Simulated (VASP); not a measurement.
# Si16O (a cell with a defect) in VASP: single point with LDA

Aim: the single point of Si16O (a cell with a defect) with LDA.

All numbers are computed with VASP 6.6.1; they aren't measurements. Logs are shortened: lines on timing, memory, paths and dates and some standing lists are left out, and cuts for length are marked.

### 1 The cell of the first run

The cell holds a defect, 17 atoms: a = 7.640 Å, b = 7.640 Å, c = 7.640 Å, α = 60.00°, β = 60.00°, γ = 60.00°.

### 2 Single point, LDA

File INCAR:

```
PREC = Accurate
ENCUT = 520
EDIFF = 1E-6
ISMEAR = 0
SIGMA = 0.02
LREAL = Auto
LASPH = T
NELM = 60
ALGO = Normal
ISIF = 2
LWAVE = F
LCHARG = F
GGA = CA
NBANDS = 49
```

File KPOINTS:

```
regular mesh
0
Gamma
  3 3 3
```

File POSCAR:

```
Si16O
1.0
    0.0000000000      5.4019422730     -5.4019422730
    5.4019422730      5.4019422730      0.0000000000
    5.4019422730      0.0000000000     -5.4019422730
Si O
16 1
Direct
    0.1473185865      0.1306184821      0.1284124237
    0.1150435285      0.6264991977      0.1245288206
    0.6253435023      0.0784568732      0.1253490811
    0.6113717684      0.5969615810      0.1113860478
    0.1331920934      0.1226479230      0.6332118759
    0.1225082510      0.6290508725      0.6225143347
    0.6283916652      0.1306173714      0.6472880167
    0.6245015829      0.6264982721      0.6150525741
    0.2389536827      0.7553303597      0.2478838041
    0.2638713870      0.2538733164      0.2580390403
    0.7417463567      0.7076003050      0.2417539718
    0.7788753169      0.2422300043      0.2788496107
    0.2499727749      0.7483668458      0.7500010728
    0.2548599986      0.2550878796      0.7548853346
    0.7478752633      0.7553177716      0.7389618027
    0.7580130984      0.2538642456      0.7638602546
   -0.2421614179      0.0498765049      0.2579468513
```

Potentials or basis: VASP PAW LDA potentials, release 64 (Si, O).

Launch:

```sh
$ cat potpaw_LDA.64/Si/POTCAR potpaw_LDA.64/O/POTCAR > POTCAR
$ mpirun -np 1 vasp_std > vasp.out
```

OUTCAR:

```text
PREC = Accurate
   ENCUT = 520
   EDIFF = 1E-6
   ISMEAR = 0
   LREAL = Auto
   LASPH = T
   NELM = 60
   ISIF = 2
   GGA = CA

 ion  position               nearest neighbor table
   1  0.147  0.131  0.128-  10 2.30  12 2.31  14 2.33   9 2.36
   2  0.115  0.626  0.125-  10 2.34  13 2.34   9 2.35  11 2.36
   3  0.625  0.078  0.125-  17 1.64  10 2.30  16 2.30  11 2.32  12 2.94
   4  0.611  0.597  0.111-  12 2.31  11 2.32   9 2.34  15 2.34
   5  0.133  0.123  0.633-  13 2.34  10 2.34  16 2.34  14 2.34
   6  0.123  0.629  0.623-  13 2.33  14 2.33   9 2.34  15 2.34
   7  0.628  0.131  0.647-  16 2.30  12 2.31  14 2.33  15 2.36
   8  0.625  0.626  0.615-  16 2.34  13 2.34  15 2.35  11 2.36
   9  0.239  0.755  0.248-   6 2.34   4 2.34   2 2.35   1 2.36
  10  0.264  0.254  0.258-   3 2.30   1 2.30   2 2.34   5 2.34
  11  0.742  0.708  0.242-   3 2.32   4 2.32   8 2.36   2 2.36
  12  0.779  0.242  0.279-  17 1.65   7 2.31   1 2.31   4 2.31   3 2.94
  13  0.250  0.748  0.750-   6 2.33   5 2.34   2 2.34   8 2.34
  14  0.255  0.255  0.755-   1 2.33   7 2.33   6 2.33   5 2.34
  15  0.748  0.755  0.739-   6 2.34   4 2.34   8 2.35   7 2.36
  16  0.758  0.254  0.764-   3 2.30   7 2.30   8 2.34   5 2.34
  17  0.758  0.050  0.258-   3 1.64  12 1.65

  LATTYP: Found a face centered cubic cell.
 ALAT       =    10.8038845460

  Lattice vectors:

 A1 = (   0.0000000000,   5.4019422730,  -5.4019422730)
 A2 = (   5.4019422730,   5.4019422730,   0.0000000000)
 A3 = (   5.4019422730,   0.0000000000,  -5.4019422730)

Analysis of symmetry for initial positions (statically):
=====================================================================
 Subroutine PRICEL returns:
 Original cell was already a primitive cell.

 Routine SETGRP: Setting up the symmetry group for a
 face centered cubic supercell.

 Subroutine GETGRP returns: Found  1 space group operations
 (whereof  1 operations were pure point group operations)
 out of a pool of 48 trial point group operations.

The static configuration has the point symmetry C_1 .

Analysis of symmetry for dynamics (positions and initial velocities):
=====================================================================
 Subroutine PRICEL returns:
 Original cell was already a primitive cell.

 Routine SETGRP: Setting up the symmetry group for a
 face centered cubic supercell.

 Subroutine GETGRP returns: Found  1 space group operations
 (whereof  1 operations were pure point group operations)
[... 126 lines left out ...]
   NFREE  =      0    steps in history (QN), initial steepest desc. (CG)
   ISIF   =      2    stress and relaxation
   ISYM   =      2    0-nonsym 1-usesym 2-fastsym
   POTIM  = 0.5000    time-step for ionic-motion
   TEBEG  =    0.0;   TEEND  =   0.0 temperature during run
   PSTRESS=    0.0 pullay stress
   NELECT =      70.0000    total number of electrons
   NUPDOWN=      -1.0000    fix difference up-down
   EMIN   =  10.00;   EMAX   =-10.00  energy-range for DOS
   EFERMI =   0.00;   METHOD = LEGACY
   ISMEAR =     0;   SIGMA  =   0.02  broadening in eV -4-tet -1-fermi 0-gaus
   EFERMI_NEDOS =   21; number of points for ismear=-14 and -15
   IALGO  =     38    algorithm
   IMIX   =      4    mixing-type and parameters
     AMIX     =   0.40;   BMIX     =  1.00
     AMIX_MAG =   1.60;   BMIX_MAG =  1.00
  volume/ion in A,a.u.               =      18.55       125.15
  Fermi-wavevector in a.u.,A,eV,Ry     =   0.991321  1.873325 13.370677  0.982717
  Thomas-Fermi vector in A             =   2.123054
   LORBIT       =      0    0 simple, 1 ext, 2 COOP (PROOUT), +10 PAW based schemes
   GGA     = CA    functional components
   LHFCALC =     F    Hartree Fock is set to
   AEXX    =    0.0000 exact exchange contribution
   IVDW    =     0    specifies the selected vdW correction
   LEPSILON=     F    determine dielectric tensor
   LRPA    =     F    only Hartree local field effects (RPA)
 non-spin polarized calculation
 Gauss-broadening in eV      SIGMA  =   0.02
  energy-cutoff  :      520.00
  volume of cell :      315.27
 maximum number of plane-waves:      8492
 NGX is ok and might be reduce to    60
   NGX = 29   NGY = 29   NGZ = 29

 number of electron      69.9999997 magnetization

 Free energy of the ion-electron system (eV)
  ---------------------------------------------------
  ext. energy  EPLUGINS =         0.00000000
  ---------------------------------------------------
  free energy    TOTEN  =      -103.36051269 eV

  energy without entropy =     -103.36051269  energy(sigma->0) =     -103.36051269

 E-fermi :   6.0748     XC(G=0):  -9.8073

 val. band max:        5.9557991462   @ k =   0.0000   0.0000   0.0000
 cond. band min:       6.3417678996   @ k =   0.0000   0.0000   0.0000
 fundamental gap:      0.3859687534
 Fermi energy:         6.0748110582

 k-point     1 :       0.0000    0.0000    0.0000
  band No.  band energies     occupation
      1     -14.3117      2.00000
      2      -5.8297      2.00000
      3      -4.4814      2.00000
      4      -3.6713      2.00000
      5      -3.6482      2.00000
      6      -3.2929      2.00000
[... 689 lines left out ...]
     46       9.6167      0.00000
     47       9.6576      0.00000
 [bands above 47 left out]

------------------------ aborting loop because EDIFF is reached ----------------------------------------

  FORCE on cell =-STRESS in cart. coord.  units (eV):
  Direction    XX          YY          ZZ          XY          YZ          ZX
  --------------------------------------------------------------------------------------
  -------------------------------------------------------------------------------------
  Total        4.4510303      4.4489014      3.9467756      2.1331857     -3.0483289     -3.0484862
  in kB       22.6199334     22.6091142     20.0573339     10.8407525    -15.4914687    -15.4922683
  external PRESSURE =      21.7621272 kB  Pullay stress =       0.0000000 kB

 VOLUME and BASIS-vectors are now :
 -----------------------------------------------------------------------------
  energy-cutoff  :      520.00
  volume of cell :      315.27
      direct lattice vectors                 reciprocal lattice vectors
     0.000000000  5.401942273 -5.401942273    -0.092559301  0.092559301 -0.092559301
     5.401942273  5.401942273  0.000000000     0.092559301  0.092559301  0.092559301
     5.401942273  0.000000000 -5.401942273     0.092559301 -0.092559301 -0.092559301

 POSITION                                       TOTAL-FORCE (eV/Angst)
 -----------------------------------------------------------------------------------
      1.39927      1.50140     -1.48948        -0.001027      0.003684     -0.001665
      4.05701      4.00577     -1.29416        -0.000081     -0.000789      0.001304
      1.10095      3.80189     -4.05520        -0.044872     -0.044637      0.077533
      3.82645      6.52735     -3.90430        -0.001142     -0.000227      0.000165
      4.08311      1.38203     -4.14007         0.001340      0.000972      0.001409
      6.76088      4.05988     -4.02457         0.000325     -0.000241     -0.000833
[... 9 lines left out ...]
      5.49769      5.46610     -8.22107         0.002344     -0.000546     -0.004280
      1.66284      4.36323     -5.48721        -0.036217     -0.034780     -0.042645
 -----------------------------------------------------------------------------------
    total drift:                                0.004730      0.005019     -0.007677

  FREE ENERGIE OF THE ION-ELECTRON SYSTEM (eV)
  ---------------------------------------------------
  free  energy   TOTEN  =      -103.3605126895 eV

  energy  without entropy=     -103.3605126895  energy(sigma->0) =     -103.36051269
```

OSZICAR:

```text
N       E                     dE             d eps       ncg     rms          rms(c)
DAV:   1     0.199630075684E+03    0.19963E+03   -0.27762E+04  1372   0.120E+03
DAV:   2    -0.856678785466E+02   -0.28530E+03   -0.27177E+03  1699   0.189E+02
DAV:   3    -0.106859599874E+03   -0.21192E+02   -0.20985E+02  1711   0.499E+01
[... 11 lines left out ...]
DAV:  15    -0.103360516278E+03   -0.21125E-05   -0.61540E-05  1856   0.419E-02    0.153E-02
DAV:  16    -0.103360517467E+03   -0.11890E-05   -0.17288E-05  1584   0.156E-02    0.178E-02
DAV:  17    -0.103360515599E+03    0.18679E-05   -0.14259E-06  1264   0.577E-03    0.143E-02
DAV:  18    -0.103360512750E+03    0.28486E-05   -0.10401E-05  1600   0.152E-02    0.390E-03
DAV:  19    -0.103360512689E+03    0.60865E-07   -0.31542E-06  1416   0.778E-03
   1 F= -.10336051E+03 E0= -.10336051E+03  d E =-.174945E-18
```

stdout:

```text
POSCAR found type information on POSCAR SiO
 POSCAR found :  2 types and      17 ions
 scaLAPACK will be used
 LDA part: xc-table for (Slater(with rela. corr.)+CA(PZ))
 , standard interpolation
 POSCAR, INCAR and KPOINTS ok, starting setup
 FFT: planning ... GRIDC
 FFT: planning ... GRID_SOFT
 FFT: planning ... GRID
 WAVECAR not read
 entering main loop
```

Run time: 4.4 min. Hardware: 1 thread of Intel Xeon 6975P-C (Granite Rapids), shared host; peak memory 0.43 GiB.

Results:

```yaml
Free_energy: -103.3605 eV
Pressure: 2.2 GPa
Largest_force: 0.103 eV/Å
Band_gap_on_the_k_mesh: 0.39 eV
```

Forces in eV/Å, atoms in the order of the input:
```
Si  -0.001  0.004 -0.002
Si   0.000 -0.001  0.001
Si  -0.045 -0.045  0.078
Si  -0.001  0.000  0.000
Si   0.001  0.001  0.001
Si   0.000  0.000 -0.001
Si   0.004 -0.001 -0.003
Si  -0.001  0.000  0.001
Si   0.004 -0.002  0.001
Si  -0.001  0.002 -0.004
Si   0.006  0.006 -0.001
Si   0.069  0.068 -0.032
Si   0.002  0.002  0.002
Si  -0.003 -0.003  0.003
Si  -0.001  0.004  0.002
Si   0.002 -0.001 -0.004
O   -0.036 -0.035 -0.043
```

Stress tensor (GPa, compression positive):
```
 2.26  1.08 -1.55
 1.08  2.26 -1.55
-1.55 -1.55  2.01
```

Caveat: semilocal functionals underestimate gaps, and a narrow one can read as zero.
